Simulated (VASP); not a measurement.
# TaN (P6_3/mmc) in VASP: further runs, part 2 of 3

VASP 6.6.1. The steps go on from the part before.

### Step 3. Electric field gradients, PBEsol (volume scaled by 1.01)

INCAR reads:

```
SYSTEM = TaN
  ALGO = Normal
  EDIFF = 1E-8
  ENCUT = 520
  GGA = PS
  ISIF = 2
  ISMEAR = -1
  LASPH = .TRUE.
  LCHARG = .FALSE.
  LEFG = .TRUE.
  LREAL = .FALSE.
  LWAVE = .FALSE.
  NBANDS = 24
  NELM = 60
  PREC = Accurate
  SIGMA = 0.01
```

KPOINTS reads:

```
k-points
0
G
  9 9 5
  0 0 0
```

POSCAR reads:

```
TaN
1.0
    3.0581283054      0.0000000000      0.0000000000
   -1.5290641527      2.6484168005      0.0000000000
    0.0000000000      0.0000000000      4.9343389905
Ta N
2 2
Direct
    0.0000000000      0.0000000000      0.0000000000
    0.0000000000      0.0000000000      0.5000000000
    0.3333333333      0.6666666667      0.2500000000
    0.6666666667      0.3333333333      0.7500000000
```

Potentials or basis: VASP PAW PBE potentials, release 64 (Ta_pv, N).

Started as:

```sh
> cat potpaw_PBE.64/Ta_pv/POTCAR potpaw_PBE.64/N/POTCAR > POTCAR
> mpirun -np 1 vasp_std > vasp.out
```

OUTCAR:

```text
SYSTEM = TaN
   EDIFF = 1E-8
   ENCUT = 520
   GGA = PS
   ISIF = 2
   ISMEAR = -1
   LASPH = .TRUE.
   LREAL = .FALSE.
   NELM = 60
   PREC = Accurate

 ion  position               nearest neighbor table
   1  0.000  0.000  0.000-   3 2.15   4 2.15   3 2.15   4 2.15   4 2.15   3 2.15   2 2.47   2 2.47

   2  0.000  0.000  0.500-   3 2.15   4 2.15   3 2.15   4 2.15   4 2.15   3 2.15   1 2.47   1 2.47

   3  0.333  0.667  0.250-   1 2.15   2 2.15   1 2.15   2 2.15   1 2.15   2 2.15
   4  0.667  0.333  0.750-   1 2.15   2 2.15   1 2.15   2 2.15   1 2.15   2 2.15

  LATTYP: Found a hexagonal cell.
 ALAT       =     3.0581283054
 C/A-ratio  =     1.6135160130

  Lattice vectors:

 A1 = (   3.0581283054,   0.0000000000,   0.0000000000)
 A2 = (  -1.5290641527,   2.6484168005,   0.0000000000)
 A3 = (   0.0000000000,   0.0000000000,   4.9343389905)

Analysis of symmetry for initial positions (statically):
=====================================================================
 Subroutine PRICEL returns:
 Original cell was already a primitive cell.

 Routine SETGRP: Setting up the symmetry group for a
 hexagonal supercell.

 Subroutine GETGRP returns: Found 24 space group operations
 (whereof 12 operations were pure point group operations)
 out of a pool of 24 trial point group operations.

The static configuration has the point symmetry D_3d.
 The point group associated with its full space group is D_6h.

Analysis of symmetry for dynamics (positions and initial velocities):
=====================================================================
 Subroutine PRICEL returns:
 Original cell was already a primitive cell.

 Routine SETGRP: Setting up the symmetry group for a
 hexagonal supercell.

 Subroutine GETGRP returns: Found 24 space group operations
 (whereof 12 operations were pure point group operations)
 out of a pool of 24 trial point group operations.

The dynamic configuration has the point symmetry D_3d.
 The point group associated with its full space group is D_6h.

 Subroutine INISYM returns: Found 24 space group operations
 (whereof 12 operations are pure point group operations),
 and found     1 'primitive' translations

----------------------------------------------------------------------------------------

                                     Primitive cell

  volume of cell :      39.9642

  direct lattice vectors                    reciprocal lattice vectors
     3.058128305  0.000000000  0.000000000     0.326997398  0.188792036  0.000000000
    -1.529064153  2.648416801  0.000000000     0.000000000  0.377584072  0.000000000
     0.000000000  0.000000000  4.934338990     0.000000000  0.000000000  0.202661390

  length of vectors
     3.058128305  3.058128305  4.934338990     0.377584072  0.377584072  0.202661390

  position of ions in fractional coordinates (direct lattice)
     0.000000000  0.000000000  0.000000000
     0.000000000  0.000000000  0.500000000
     0.333333333  0.666666667  0.250000000
     0.666666667  0.333333333  0.750000000

  ion indices of the primitive-cell ions
[... 86 lines left out ...]
   TEBEG  =    0.0;   TEEND  =   0.0 temperature during run
   PSTRESS=    0.0 pullay stress
   NELECT =      32.0000    total number of electrons
   NUPDOWN=      -1.0000    fix difference up-down
   EMIN   =  10.00;   EMAX   =-10.00  energy-range for DOS
   EFERMI =   0.00;   METHOD = LEGACY
   ISMEAR =    -1;   SIGMA  =   0.01  broadening in eV -4-tet -1-fermi 0-gaus
   EFERMI_NEDOS =   21; number of points for ismear=-14 and -15
   IALGO  =     38    algorithm
   IMIX   =      4    mixing-type and parameters
     AMIX     =   0.40;   BMIX     =  1.00
     AMIX_MAG =   1.60;   BMIX_MAG =  1.00
  volume/ion in A,a.u.               =       9.99        67.42
  Fermi-wavevector in a.u.,A,eV,Ry     =   1.520201  2.872764 31.443234  2.311013
  Thomas-Fermi vector in A             =   2.629084
   LORBIT       =      0    0 simple, 1 ext, 2 COOP (PROOUT), +10 PAW based schemes
   GGA     = PS    functional components
   LHFCALC =     F    Hartree Fock is set to
   AEXX    =    0.0000 exact exchange contribution
   IVDW    =     0    specifies the selected vdW correction
   LEPSILON=     F    determine dielectric tensor
   LRPA    =     F    only Hartree local field effects (RPA)
 non-spin polarized calculation
  energy-cutoff  :      520.00
  volume of cell :       39.96
 maximum number of plane-waves:      1092
 NGX is ok and might be reduce to    24
   NGX = 11   NGY = 11   NGZ = 19

 number of electron      32.0000003 magnetization

 Free energy of the ion-electron system (eV)
  ---------------------------------------------------
  ext. energy  EPLUGINS =         0.00000000
  ---------------------------------------------------
  free energy    TOTEN  =       -44.42395545 eV

  energy without entropy =      -44.42191304  energy(sigma->0) =      -44.42293424

 E-fermi :   9.5903     XC(G=0): -13.8487

 val. band max:        9.5878664318   @ k =   0.2222   0.2222   0.4000
 cond. band min:       9.5957400621   @ k =   0.2222  -0.0000   0.2000
 fundamental gap:      0.0078736303
 Fermi energy:         9.5903145299

 k-point     1 :       0.0000    0.0000    0.0000
  band No.  band energies     occupation
      1     -27.4675      2.00000
      2     -25.6751      2.00000
      3     -25.6751      2.00000
      4     -25.3080      2.00000
      5     -25.3080      2.00000
      6     -24.4936      2.00000
[... 637 lines left out ...]
     23      16.9059      0.00000
     24      16.9059      0.00000

 [... further k-points ...]
[... 5 lines left out ...]
  --------------------------------------------------------------------------------------
  -------------------------------------------------------------------------------------
  Total        4.4417734      4.4417734     24.7964841      0.0000000      0.0000000      0.0000000
  in kB      178.0721331    178.0721331    994.0990752      0.0000000      0.0000000      0.0000000
  external PRESSURE =     450.0811138 kB  Pullay stress =       0.0000000 kB

 VOLUME and BASIS-vectors are now :
 -----------------------------------------------------------------------------
  energy-cutoff  :      520.00
  volume of cell :       39.96
      direct lattice vectors                 reciprocal lattice vectors
     3.058128305  0.000000000  0.000000000     0.326997398  0.188792036  0.000000000
    -1.529064153  2.648416801  0.000000000     0.000000000  0.377584072  0.000000000
     0.000000000  0.000000000  4.934338990     0.000000000  0.000000000  0.202661390

 POSITION                                       TOTAL-FORCE (eV/Angst)
 -----------------------------------------------------------------------------------
      0.00000      0.00000      0.00000        -0.000000      0.000000      0.000000
      0.00000      0.00000      2.46717        -0.000000      0.000000      0.000000
     -0.00000      1.76561      1.23358        -0.000000      0.000000     -0.000000
      1.52906      0.88281      3.70075         0.000000      0.000000      0.000000
 -----------------------------------------------------------------------------------
    total drift:                               -0.000000      0.000000      0.000000

  FREE ENERGIE OF THE ION-ELECTRON SYSTEM (eV)
  ---------------------------------------------------
  free  energy   TOTEN  =       -44.4239554483 eV

  energy  without entropy=      -44.4219130394  energy(sigma->0) =      -44.42293424

 Electric field gradients (V/A^2)
---------------------------------------------------------------------
 ion       V_xx      V_yy      V_zz      V_xy      V_xz      V_yz
---------------------------------------------------------------------
   1      90.415    90.415  -180.830    -0.000    -0.000     0.000
   2      90.415    90.415  -180.830    -0.000     0.000    -0.000
   3      -2.746    -2.745     5.491     0.000     0.000     0.000
   4      -2.746    -2.745     5.491     0.000     0.000     0.000
---------------------------------------------------------------------

 Electric field gradients after diagonalization (V/A^2)
 (convention: |V_zz| > |V_xx| > |V_yy|)
----------------------------------------------------------------------
 ion       V_xx      V_yy      V_zz     asymmetry (V_yy - V_xx)/ V_zz
----------------------------------------------------------------------
   1      90.415    90.414  -180.830       0.000
   2      90.415    90.414  -180.830       0.000
   3      -2.746    -2.745     5.491       0.000
   4      -2.746    -2.745     5.491       0.000
----------------------------------------------------------------------

           NMR quadrupolar parameters

 Cq : quadrupolar parameter    Cq=e*Q*V_zz/h
 eta: asymmetry parameters     (V_yy - V_xx)/ V_zz
 Q  : nuclear electric quadrupole moment in mb (millibarn)
----------------------------------------------------------------------
 ion       Cq(MHz)       eta       Q (mb)
----------------------------------------------------------------------
   1      -0.437       0.000       1.000
   2      -0.437       0.000       1.000
   3       0.013       0.000       1.000
   4       0.013       0.000       1.000
----------------------------------------------------------------------
```

Run time: 50 s. Hardware: 1 thread of Intel Xeon 8259CL, shared host; peak memory 0.17 GiB.

What came out:

```yaml
Free_energy: -44.4240 eV
Pressure: 45.0 GPa
Band_gap_on_the_k_mesh: zero (band 16 reaches 10.30 eV, above the bottom of band 17 at 7.76 eV)
```

Levels at points of the mesh, in eV from the Fermi level:
| k point | band 12 | band 13 | band 14 | band 15 | band 16 | band 17 | band 18 | band 19 | band 20 | band 21 |
| --- | --- | --- | --- | --- | --- | --- | --- | --- | --- | --- |
| (0.00, 0.00, 0.00) | -5.21 | -3.56 | -3.56 | -3.54 | -1.83 | -1.83 | -0.62 | -0.62 | 2.75 | 4.33 |

Electric field gradients, principal values (V/Å²):
```csv
atom,least,middle,greatest (by size)
1 Ta,90.414,90.415,-180.830
2 Ta,90.414,90.415,-180.830
3 N,-2.745,-2.746,5.491
4 N,-2.745,-2.746,5.491
```

Caveat: without QUAD_EFG the Cq values of the log hold for a quadrupole moment of 1 mb, not for the nuclei; the PAW data sets were made with another functional, which shifts forces and pressure a little; spin-orbit coupling is left out, which moves the levels of the heavy elements.

### Step 4. Electric field gradients, PBEsol (volume scaled by 1.02)

INCAR reads:

```
PREC = Accurate
ENCUT = 520
EDIFF = 1E-8
ISMEAR = -1
SIGMA = 0.01
LREAL = F
LASPH = T
NELM = 60
ALGO = Normal
ISIF = 2
LWAVE = F
LCHARG = F
GGA = PS
LEFG = T
NBANDS = 24
```

KPOINTS reads:

```
Automatic mesh
0
Gamma
  9 9 5
```

POSCAR reads:

```
TaN
1.0
    3.0681880104      0.0000000000      0.0000000000
   -1.5340940052      2.6571287606      0.0000000000
    0.0000000000      0.0000000000      4.9505704856
Ta N
2 2
Direct
    0.0000000000      0.0000000000      0.0000000000
    0.0000000000      0.0000000000      0.5000000000
    0.3333333333      0.6666666667      0.2500000000
    0.6666666667      0.3333333333      0.7500000000
```

Potentials or basis: VASP PAW PBE potentials, release 64 (Ta_pv, N).

Started as:

```sh
> cat potpaw_PBE.64/Ta_pv/POTCAR potpaw_PBE.64/N/POTCAR > POTCAR
> mpirun -np 1 vasp_std > vasp.out
```

OUTCAR:

```text
PREC = Accurate
   ENCUT = 520
   EDIFF = 1E-8
   ISMEAR = -1
   LREAL = F
   LASPH = T
   NELM = 60
   ISIF = 2
   GGA = PS

 ion  position               nearest neighbor table
   1  0.000  0.000  0.000-   3 2.16   4 2.16   4 2.16   3 2.16   4 2.16   3 2.16   2 2.48   2 2.48

   2  0.000  0.000  0.500-   3 2.16   4 2.16   4 2.16   3 2.16   4 2.16   3 2.16   1 2.48   1 2.48

   3  0.333  0.667  0.250-   1 2.16   2 2.16   1 2.16   2 2.16   1 2.16   2 2.16
   4  0.667  0.333  0.750-   1 2.16   2 2.16   1 2.16   2 2.16   1 2.16   2 2.16

  LATTYP: Found a hexagonal cell.
 ALAT       =     3.0681880104
 C/A-ratio  =     1.6135160130

[... 879 lines left out ...]
 ion       V_xx      V_yy      V_zz      V_xy      V_xz      V_yz
---------------------------------------------------------------------
   1      90.803    90.803  -181.606    -0.000    -0.000     0.000
   2      90.803    90.803  -181.606    -0.000     0.000    -0.000
   3      -2.755    -2.754     5.509     0.000     0.000     0.000
   4      -2.755    -2.754     5.509     0.000     0.000     0.000
---------------------------------------------------------------------

 Electric field gradients after diagonalization (V/A^2)
 (convention: |V_zz| > |V_xx| > |V_yy|)
----------------------------------------------------------------------
 ion       V_xx      V_yy      V_zz     asymmetry (V_yy - V_xx)/ V_zz
----------------------------------------------------------------------
   1      90.803    90.802  -181.606       0.000
   2      90.803    90.802  -181.606       0.000
   3      -2.755    -2.754     5.509       0.000
   4      -2.755    -2.754     5.509       0.000
----------------------------------------------------------------------

           NMR quadrupolar parameters

 Cq : quadrupolar parameter    Cq=e*Q*V_zz/h
 eta: asymmetry parameters     (V_yy - V_xx)/ V_zz
 Q  : nuclear electric quadrupole moment in mb (millibarn)
----------------------------------------------------------------------
 ion       Cq(MHz)       eta       Q (mb)
----------------------------------------------------------------------
   1      -0.439       0.000       1.000
   2      -0.439       0.000       1.000
   3       0.013       0.000       1.000
   4       0.013       0.000       1.000
----------------------------------------------------------------------
```

Run time: 58 s. Hardware: 1 thread of Intel Xeon 8259CL, shared host; peak memory 0.18 GiB.

Results:

```yaml
Free_energy: -44.5294 eV
Pressure: 40.1 GPa
Band_gap_on_the_k_mesh: zero (band 16 reaches 10.18 eV, above the bottom of band 17 at 7.68 eV)
```

Electric field gradients, principal values (V/Å²):
| atom | least | middle | greatest (by size) |
| --- | --- | --- | --- |
| 1 Ta | 90.802 | 90.803 | -181.606 |
| 2 Ta | 90.802 | 90.803 | -181.606 |
| 3 N | -2.754 | -2.755 | 5.509 |
| 4 N | -2.754 | -2.755 | 5.509 |

Caveat: without QUAD_EFG the Cq values of the log hold for a quadrupole moment of 1 mb, not for the nuclei; the PAW data sets were made with another functional, which shifts forces and pressure a little; spin-orbit coupling is left out, which moves the levels of the heavy elements.

(Continued in part 3 of 3.)
